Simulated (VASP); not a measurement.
# Ir (Fm-3m) in VASP: notebook

The runs below take Ir through single point, with r2SCAN.

Everything below comes from runs of VASP 6.6.1. Logs are shortened: lines on timing, memory, paths and dates and some standing lists are left out, and cuts for length are marked.

## (1) The cell of the first run

It takes space group Fm-3m (No. 225, cubic). Conventional cell: a = 3.692 Å, b = 3.692 Å, c = 3.692 Å, α = 90.00°, β = 90.00°, γ = 90.00°. Within 3.4 Å of Ir (site symmetry m-3m) lie 12 Ir at 2.61 Å.

## (2) Single point, r2SCAN

Input file POSCAR:

```
Ir
1.0
    0.0000000000      1.8460930000      1.8460930000
    1.8460930000      0.0000000000      1.8460930000
    1.8460930000      1.8460930000      0.0000000000
Ir
1
Direct
    0.0000000000      0.0000000000      0.0000000000
```

Input file INCAR.step1:

```
SYSTEM = Ir
ALGO     = Normal         ! electronic algorithm
EDIFF    = 1E-4           ! SCF threshold, eV
ENCUT    = 520            ! plane-wave cutoff, eV
GGA      = PE             ! functional
ISMEAR   = 1              ! smearing method
LASPH    = .True.         ! aspherical terms in the spheres
LCHARG   = .False.        ! write CHGCAR
LREAL    = .False.        ! projectors in reciprocal space
LWAVE    = .True.         ! write WAVECAR
NBANDS   = 10             ! bands
NELM     = 60             ! most SCF steps
PREC     = Accurate       ! precision mode
SIGMA    = 0.1216         ! smearing width, eV
```

Input file INCAR.step2:

```
SYSTEM = Ir
ALGO     = Normal         ! electronic algorithm
EDIFF    = 1E-6           ! SCF threshold, eV
ENCUT    = 520            ! plane-wave cutoff, eV
ISIF     = 2              ! what is computed and relaxed
ISMEAR   = 1              ! smearing method
ISTART   = 1            
LASPH    = .True.         ! aspherical terms in the spheres
LCHARG   = .False.        ! write CHGCAR
LMIXTAU  = .True.       
LREAL    = .False.        ! projectors in reciprocal space
LWAVE    = .False.        ! write WAVECAR
METAGGA  = R2SCAN         ! meta-GGA
NBANDS   = 10             ! bands
NELM     = 60             ! most SCF steps
PREC     = Accurate       ! precision mode
SIGMA    = 0.1216         ! smearing width, eV
```

Input file KPOINTS:

```
k-points
0
Gamma
  12 12 12
  0 0 0
```

Potentials or basis: VASP PAW PBE potentials, release 64 (Ir).

The run is started by

```console
> cat potpaw_PBE.64/Ir/POTCAR > POTCAR
> cp INCAR.step1 INCAR
> mpirun -np 1 vasp_std > vasp.out
> cp INCAR.step2 INCAR
> mpirun -np 1 vasp_std > vasp.out
```

OUTCAR:

```text
SYSTEM = Ir
   EDIFF = 1E-6
   ENCUT = 520
   ISIF = 2
   ISMEAR = 1
   ISTART = 1
   LASPH = .True.
   LREAL = .False.
   METAGGA = R2SCAN
   NELM = 60
   PREC = Accurate

 ion  position               nearest neighbor table
   1  0.000  0.000  0.000-

  LATTYP: Found a face centered cubic cell.
 ALAT       =     3.6921860000

  Lattice vectors:

 A1 = (   0.0000000000,   1.8460930000,   1.8460930000)
 A2 = (   1.8460930000,   0.0000000000,   1.8460930000)
 A3 = (   1.8460930000,   1.8460930000,   0.0000000000)

Analysis of symmetry for initial positions (statically):
=====================================================================
 Subroutine PRICEL returns:
 Original cell was already a primitive cell.

 Routine SETGRP: Setting up the symmetry group for a
 face centered cubic supercell.

 Subroutine GETGRP returns: Found 48 space group operations
 (whereof 48 operations were pure point group operations)
 out of a pool of 48 trial point group operations.

The static configuration has the point symmetry O_h .

Analysis of symmetry for dynamics (positions and initial velocities):
=====================================================================
 Subroutine PRICEL returns:
 Original cell was already a primitive cell.

 Routine SETGRP: Setting up the symmetry group for a
 face centered cubic supercell.

 Subroutine GETGRP returns: Found 48 space group operations
 (whereof 48 operations were pure point group operations)
 out of a pool of 48 trial point group operations.

The dynamic configuration has the point symmetry O_h .

 Subroutine INISYM returns: Found 48 space group operations
 (whereof 48 operations are pure point group operations),
 and found     1 'primitive' translations

----------------------------------------------------------------------------------------

                                     Primitive cell

  volume of cell :      12.5832

  direct lattice vectors                    reciprocal lattice vectors
     0.000000000  1.846093000  1.846093000    -0.270842260  0.270842260  0.270842260
     1.846093000  0.000000000  1.846093000     0.270842260 -0.270842260  0.270842260
     1.846093000  1.846093000  0.000000000     0.270842260  0.270842260 -0.270842260

  length of vectors
     2.610769758  2.610769758  2.610769758     0.469112555  0.469112555  0.469112555

  position of ions in fractional coordinates (direct lattice)
     0.000000000  0.000000000  0.000000000

  ion indices of the primitive-cell ions
   primitive index   ion index
                 1           1

----------------------------------------------------------------------------------------

 KPOINTS: k-points

Automatic generation of k-mesh.
 Grid dimensions read from file:
 generate k-points for:   12   12   12

 Generating k-lattice:

  Cartesian coordinates                     Fractional coordinates (reciprocal lattice)
    -0.022570188  0.022570188  0.022570188     0.083333333  0.000000000  0.000000000
     0.022570188 -0.022570188  0.022570188     0.000000000  0.083333333  0.000000000
     0.022570188  0.022570188 -0.022570188     0.000000000  0.000000000  0.083333333

  Length of vectors
     0.039092713  0.039092713  0.039092713

  Shift w.r.t. Gamma in fractional coordinates (k-lattice)
     0.000000000  0.000000000  0.000000000

 Subroutine IBZKPT returns following result:
 ===========================================

 Found     72 irreducible k-points:

 Following reciprocal coordinates:
            Coordinates               Weight
  0.000000  0.000000  0.000000      1.000000
  0.083333  0.000000  0.000000      8.000000
  0.166667  0.000000  0.000000      8.000000
  0.250000  0.000000  0.000000      8.000000
  0.333333  0.000000  0.000000      8.000000
  0.416667  0.000000  0.000000      8.000000
[... 16 lines left out ...]
  0.500000  0.166667  0.000000     24.000000
 -0.416667  0.166667  0.000000     24.000000
 [... further k-points ...]
   k-points           NKPTS =     72   k-points in BZ     NKDIM =     72   number of bands    NBANDS=     10
   number of dos      NEDOS =    301   number of ions     NIONS =      1
   total plane-waves  NPLWV =   8000
   dimension x,y,z NGX =    20 NGY =   20 NGZ =   20
   dimension x,y,z NGXF=    40 NGYF=   40 NGZF=   40
   ions per type =               1
   NGX,Y,Z   is equivalent  to a cutoff of  12.74, 12.74, 12.74 a.u.
   NGXF,Y,Z  is equivalent  to a cutoff of  25.47, 25.47, 25.47 a.u.
 SYSTEM =  Ir
   PREC   = accura    normal or accurate (medium, high low for compatibility)
   ISTART =      1    job   : 0-new  1-cont  2-samecut
   ICHARG =      0    charge: 1-file 2-atom 10-const
   ISPIN  =      1    spin polarized calculation?
   LNONCOLLINEAR =      F non collinear calculations
   LSORBIT =      F    spin-orbit coupling
   LASPH  =      T    aspherical Exc in radial PAW
   ENCUT  =  520.0 eV  38.22 Ry    6.18 a.u.   4.85  4.85  4.85*2*pi/ulx,y,z
   NELM   =     60;   NELMIN=  2; NELMDL=  0     # of ELM steps
   EDIFF  = 0.1E-05   stopping-criterion for ELM
   LREAL  =      F    real-space projection
   EDIFFG = 0.1E-04   stopping-criterion for IOM
   NSW    =      0    number of steps for IOM
   IBRION =     -1    ionic relax: 0-MD 1-quasi-New 2-CG
   NFREE  =      0    steps in history (QN), initial steepest desc. (CG)
   ISIF   =      2    stress and relaxation
   ISYM   =      2    0-nonsym 1-usesym 2-fastsym
   POTIM  = 0.5000    time-step for ionic-motion
   TEBEG  =    0.0;   TEEND  =   0.0 temperature during run
   PSTRESS=    0.0 pullay stress
   NELECT =       9.0000    total number of electrons
   NUPDOWN=      -1.0000    fix difference up-down
   EMIN   =  10.00;   EMAX   =-10.00  energy-range for DOS
   EFERMI =   0.00;   METHOD = LEGACY
   ISMEAR =     1;   SIGMA  =   0.12  broadening in eV -4-tet -1-fermi 0-gaus
   EFERMI_NEDOS =   21; number of points for ismear=-14 and -15
   IALGO  =     38    algorithm
   IMIX   =      4    mixing-type and parameters
     AMIX     =   0.40;   BMIX     =  1.00
     AMIX_MAG =   1.60;   BMIX_MAG =  1.00
  volume/ion in A,a.u.               =      12.58        84.92
  Fermi-wavevector in a.u.,A,eV,Ry     =   1.464060  2.766671 29.163687  2.143471
  Thomas-Fermi vector in A             =   2.580081
   LORBIT       =      0    0 simple, 1 ext, 2 COOP (PROOUT), +10 PAW based schemes
   METAGGA = R2SCAN    functional components
   LHFCALC =     F    Hartree Fock is set to
   AEXX    =    0.0000 exact exchange contribution
   IVDW    =     0    specifies the selected vdW correction
   LEPSILON=     F    determine dielectric tensor
   LRPA    =     F    only Hartree local field effects (RPA)
 non-spin polarized calculation
 Methfessel and Paxton  Order N= 1 SIGMA  =   0.12
  energy-cutoff  :      520.00
  volume of cell :       12.58
 maximum number of plane-waves:       347
   NGX =  9   NGY =  9   NGZ =  9

 number of electron       9.0000000 magnetization

 Free energy of the ion-electron system (eV)
  ---------------------------------------------------
  ext. energy  EPLUGINS =         0.00000000
  ---------------------------------------------------
  free energy    TOTEN  =       -52.07536875 eV

  energy without entropy =      -52.07636439  energy(sigma->0) =      -52.07570063

 E-fermi :  12.4330     XC(G=0): -16.1486

 val. band max:       12.4043723094   @ k =  -0.3333   0.3333   0.0000
 cond. band min:      12.5295293523   @ k =   0.4167   0.4167   0.0000
 fundamental gap:      0.1251570429
 Fermi energy:        12.4330284797

 k-point     1 :       0.0000    0.0000    0.0000
  band No.  band energies     occupation
      1      -0.5294      2.00000
      2       7.5530      2.00000
      3       7.5530      2.00000
      4       7.5530      2.00000
      5      10.8385      2.00000
      6      10.8385      2.00000
      7      27.1306      0.00000
      8      33.7389      0.00000
      9      33.7389      0.00000
     10      33.7389      0.00000

 k-point     2 :       0.0833    0.0000    0.0000
  band No.  band energies     occupation
      1      -0.1661      2.00000
      2       7.3496      2.00000
      3       7.7126      2.00000
      4       7.7126      2.00000
      5      10.7307      2.00000
      6      10.7307      2.00000
      7      27.7792      0.00000
      8      32.1982      0.00000
      9      34.3578      0.00000
     10      34.3578      0.00000

 k-point     3 :       0.1667    0.0000    0.0000
  band No.  band energies     occupation
      1       0.8131      2.00000
      2       6.9546      2.00000
      3       8.0313      2.00000
      4       8.0313      2.00000
      5      10.6254      2.00000
      6      10.6254      2.00000
      7      29.0833      0.00000
      8      30.0603      0.00000
      9      36.0911      0.00000
     10      36.0911      0.00000

 k-point     4 :       0.2500    0.0000    0.0000
  band No.  band energies     occupation
      1       1.9683      2.00000
      2       6.9787      2.00000
      3       8.0681      2.00000
      4       8.0681      2.00000
      5      11.0578      2.00000
      6      11.0578      2.00000
      7      27.2911      0.00000
      8      30.6887      0.00000
      9      38.5595      0.00000
     10      38.5595      0.00000
[... 222 lines left out ...]
 k-point    22 :       0.4167    0.1667    0.0000
  band No.  band energies     occupation
      1       3.5714      2.00000
      2       6.4218      2.00000
      3       7.3085      2.00000
      4       8.8280      2.00000
      5      13.3987     -0.00000
      6      13.7823     -0.00000
      7      24.5379      0.00000
      8      29.8827      0.00000
      9      32.9540      0.00000
     10      35.3745      0.00000

 k-point    23 :       0.5000    0.1667    0.0000
  band No.  band energies     occupation
      1       3.5964      2.00000
      2       6.3858      2.00000
      3       8.3309      2.00000
      4       8.5185      2.00000
      5      13.6116     -0.00000
      6      16.1550      0.00000
      7      21.4654      0.00000
      8      29.0206      0.00000
      9      32.8684      0.00000
     10      33.5852      0.00000

 k-point    24 :      -0.4167    0.1667    0.0000
  band No.  band energies     occupation
      1       3.6848      2.00000
      2       6.4135      2.00000
      3       8.3706      2.00000
      4       8.7383      2.00000
      5      12.9381     -0.00000
      6      16.8649      0.00000
      7      21.1761      0.00000
      8      28.9202      0.00000
      9      31.9594      0.00000
     10      34.2849      0.00000

 [... further k-points ...]
[... 5 lines left out ...]
  --------------------------------------------------------------------------------------
  -------------------------------------------------------------------------------------
  Total        5.1911382      5.1911382      5.1911382      0.0000000      0.0000000      0.0000000
  in kB      660.9710647    660.9710647    660.9710647      0.0000000      0.0000000      0.0000000
  external PRESSURE =     660.9710647 kB  Pullay stress =       0.0000000 kB

 VOLUME and BASIS-vectors are now :
 -----------------------------------------------------------------------------
  energy-cutoff  :      520.00
  volume of cell :       12.58
      direct lattice vectors                 reciprocal lattice vectors
     0.000000000  1.846093000  1.846093000    -0.270842260  0.270842260  0.270842260
     1.846093000  0.000000000  1.846093000     0.270842260 -0.270842260  0.270842260
     1.846093000  1.846093000  0.000000000     0.270842260  0.270842260 -0.270842260

 POSITION                                       TOTAL-FORCE (eV/Angst)
 -----------------------------------------------------------------------------------
      0.00000      0.00000      0.00000         0.000000      0.000000      0.000000
 -----------------------------------------------------------------------------------
    total drift:                               -0.000000     -0.000000     -0.000000

  FREE ENERGIE OF THE ION-ELECTRON SYSTEM (eV)
  ---------------------------------------------------
  free  energy   TOTEN  =       -52.0753687474 eV

  energy  without entropy=      -52.0763643949  energy(sigma->0) =      -52.07570063
```

Wall time 29 s (1 thread of AMD EPYC 9R45 (Zen 5), shared host); peak memory 0.11 GiB.

Results:

| Property | Result |
| --- | --- |
| Free energy | -52.0754 eV |
| Pressure | 66.1 GPa |

Levels at points of the mesh, in eV from the Fermi level:
```tsv
k point	band 1	band 2	band 3	band 4	band 5	band 6	band 7	band 8	band 9
(0.00, 0.00, 0.00)	-12.96	-4.88	-4.88	-4.88	-1.59	-1.59	14.70	21.31	21.31
(0.50, 0.00, 0.00)	-9.88	-5.07	-5.07	-1.07	1.08	1.08	8.93	14.33	21.80
(0.50, 0.50, 0.00)	-9.83	-9.16	0.99	1.76	1.85	1.85	12.79	12.86	12.86
```

Caveat: the PAW data sets were made with another functional, which shifts forces and pressure a little; spin-orbit coupling is left out, which moves the levels of the heavy elements.

## (3) Single point, r2SCAN

POSCAR is that of step 2.

Input file INCAR.step1:

```
SYSTEM = Ir
ALGO     = Normal         ! electronic algorithm
EDIFF    = 1E-5           ! SCF threshold, eV
ENCUT    = 550            ! plane-wave cutoff, eV
GGA      = PE             ! functional
GGA_COMPAT= .False.      
ISMEAR   = 1              ! smearing method
LASPH    = .True.         ! aspherical terms in the spheres
LCHARG   = .False.        ! write CHGCAR
LREAL    = .False.        ! projectors in reciprocal space
LWAVE    = .True.         ! write WAVECAR
NBANDS   = 14             ! bands
NELM     = 120            ! most SCF steps
PREC     = Accurate       ! precision mode
SIGMA    = 0.1216         ! smearing width, eV
```

Edit INCAR.step2 of step 2 so:

```diff
@@ -3,3 +3,4 @@
 EDIFF    = 1E-6           ! SCF threshold, eV
-ENCUT    = 520            ! plane-wave cutoff, eV
+ENCUT    = 550            ! plane-wave cutoff, eV
+GGA_COMPAT= .False.      
 ISIF     = 2              ! what is computed and relaxed
@@ -13,4 +14,4 @@
 METAGGA  = R2SCAN         ! meta-GGA
-NBANDS   = 10             ! bands
-NELM     = 60             ! most SCF steps
+NBANDS   = 14             ! bands
+NELM     = 120            ! most SCF steps
 PREC     = Accurate       ! precision mode
```

KPOINTS is that of step 2.

Potentials or basis: VASP PAW PBE potentials, release 64 (Ir_sv_GW).

The run is started by

```console
> cat potpaw_PBE.64/Ir_sv_GW/POTCAR > POTCAR
> cp INCAR.step1 INCAR
> mpirun -np 1 vasp_std > vasp.out
> cp INCAR.step2 INCAR
> mpirun -np 1 vasp_std > vasp.out
```

OUTCAR:

```text
SYSTEM = Ir
   EDIFF = 1E-6
   ENCUT = 550
   ISIF = 2
   ISMEAR = 1
   ISTART = 1
   LASPH = .True.
   LREAL = .False.
   METAGGA = R2SCAN
   NELM = 120
   PREC = Accurate

 ion  position               nearest neighbor table
   1  0.000  0.000  0.000-

  LATTYP: Found a face centered cubic cell.
 ALAT       =     3.6921860000

  Lattice vectors:

 A1 = (   0.0000000000,   1.8460930000,   1.8460930000)
 A2 = (   1.8460930000,   0.0000000000,   1.8460930000)
 A3 = (   1.8460930000,   1.8460930000,   0.0000000000)

[... 578 lines left out ...]
      7      11.1088      2.00000
      8      11.5014      2.00000
      9      15.6683     -0.00000
     10      19.6043      0.00000
     11      23.9096      0.00000
     12      31.0029      0.00000
     13      34.1701      0.00000
     14      36.3124      0.00000

 [... further k-points ...]
[... 5 lines left out ...]
  --------------------------------------------------------------------------------------
  -------------------------------------------------------------------------------------
  Total        4.6233966      4.6233966      4.6233966     -0.0000000      0.0000000      0.0000000
  in kB      588.6823387    588.6823387    588.6823387     -0.0000000      0.0000000      0.0000000
  external PRESSURE =     588.6823387 kB  Pullay stress =       0.0000000 kB

 VOLUME and BASIS-vectors are now :
 -----------------------------------------------------------------------------
  energy-cutoff  :      550.00
  volume of cell :       12.58
      direct lattice vectors                 reciprocal lattice vectors
     0.000000000  1.846093000  1.846093000    -0.270842260  0.270842260  0.270842260
     1.846093000  0.000000000  1.846093000     0.270842260 -0.270842260  0.270842260
     1.846093000  1.846093000  0.000000000     0.270842260  0.270842260 -0.270842260

 POSITION                                       TOTAL-FORCE (eV/Angst)
 -----------------------------------------------------------------------------------
      0.00000      0.00000      0.00000         0.000000     -0.000000      0.000000
 -----------------------------------------------------------------------------------
    total drift:                                0.000000      0.000000      0.000000

  FREE ENERGIE OF THE ION-ELECTRON SYSTEM (eV)
  ---------------------------------------------------
  free  energy   TOTEN  =       -52.6515991611 eV

  energy  without entropy=      -52.6525921821  energy(sigma->0) =      -52.65193017
```

OSZICAR.step1:

```text
N       E                     dE             d eps       ncg     rms          rms(c)
DAV:   1     0.120228598109E+03    0.12023E+03   -0.11989E+04  2072   0.134E+03
DAV:   2    -0.821835615808E+01   -0.12845E+03   -0.12342E+03  2562   0.414E+02
DAV:   3    -0.996201521454E+01   -0.17437E+01   -0.17390E+01  2214   0.453E+01
DAV:   4    -0.996433686883E+01   -0.23217E-02   -0.23216E-02  2430   0.205E+00
DAV:   5    -0.996434122835E+01   -0.43595E-05   -0.43603E-05  2208   0.831E-02    0.776E+01
DAV:   6    -0.917401613236E+01    0.79033E+00   -0.96508E-01  2130   0.110E+01    0.425E+01
DAV:   7    -0.909434089552E+01    0.79675E-01   -0.42063E-01  2244   0.692E+00    0.562E+00
DAV:   8    -0.907697987373E+01    0.17361E-01   -0.62512E-02  2046   0.318E+00    0.475E-01
DAV:   9    -0.907698520919E+01   -0.53355E-05   -0.72743E-04  2208   0.327E-01    0.238E-01
DAV:  10    -0.907690990136E+01    0.75308E-04   -0.12391E-04  2196   0.162E-01    0.151E-01
DAV:  11    -0.907690936406E+01    0.53729E-06   -0.64539E-06  1074   0.328E-02
   1 F= -.90769094E+01 E0= -.90771790E+01  d E =0.808896E-03
```

Run time: 39 s. Hardware: 1 thread of Intel Xeon Platinum 8375C at 2.90GHz (Ice Lake), shared host; peak memory 0.14 GiB.

What came out:

- Free energy: -52.6516 eV
- Pressure: 58.9 GPa

Levels at points of the mesh, in eV from the Fermi level:
```
           k point  band 4  band 5  band 6  band 7  band 8  band 9  band 10  band 11  band 12  band 13
(0.00, 0.00, 0.00)  -51.17  -12.89   -4.86   -4.86   -4.86   -1.58    -1.58    13.74    20.23    20.23
(0.50, 0.00, 0.00)  -51.34   -9.83   -5.05   -5.05   -1.03    1.09     1.09     8.99    13.53    20.78
(0.50, 0.50, 0.00)  -51.63   -9.78   -9.12    1.00    1.76    1.86     1.86    12.52    12.52    12.88
```

Caveat: the PAW data sets were made with another functional, which shifts forces and pressure a little; spin-orbit coupling is left out, which moves the levels of the heavy elements.
